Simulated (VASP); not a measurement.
Runs of VASP 6.6.1 on C. The structure is that of space group I4_1/amd (No. 141), or close to it. The cells are those of the table. 

```tsv
cell	gap on the mesh (eV)	pressure (GPa)
a = 2.452, b = 2.452, c = 2.831 Å, angles 54.7, 54.7, 70.5°, 2 atoms	none	2.5
a = 2.752, b = 2.752, c = 2.247 Å, angles 65.9, 65.9, 48.2°, 2 atoms	none	9.0
a = 2.680, b = 2.680, c = 2.311 Å, angles 64.5, 64.5, 51.1°, 2 atoms	0.85	(b)
a = 2.471, b = 2.471, c = 2.663 Å, angles 57.4, 57.4, 65.2°, 2 atoms	(c)	2.8
a = 2.492, b = 2.492, c = 2.593 Å, angles 58.6, 58.6, 62.7°, 2 atoms	2.12	2.5
a = 2.809, b = 2.809, c = 2.203 Å, angles 66.9, 66.9, 46.2°, 2 atoms	none	11.6
a = 2.622, b = 2.622, c = 2.373 Å, angles 63.1, 63.1, 53.8°, 2 atoms	(a)	3.7
a = 2.457, b = 2.457, c = 2.740 Å, angles 56.1, 56.1, 67.8°, 2 atoms	none	(d)
a = 2.455, b = 2.455, c = 2.912 Å, angles 53.6, 53.6, 72.7°, 2 atoms	none	2.0
```

Alike in all rows: task single point; level PBE; potentials or basis VASP PAW PBE potentials, release 64 (C); no spin polarisation; k mesh 12 × 12 × 12; cutoff (eV) 520; smearing gaussian 0.05 eV.

Problem. Fill in the values left out.

Solution. (a) 1.87; (b) 5.7; (c) 0.29; (d) 3.0.

A k mesh can miss the band edges.

A gap of «none» marks levels without a gap at the run's occupations.
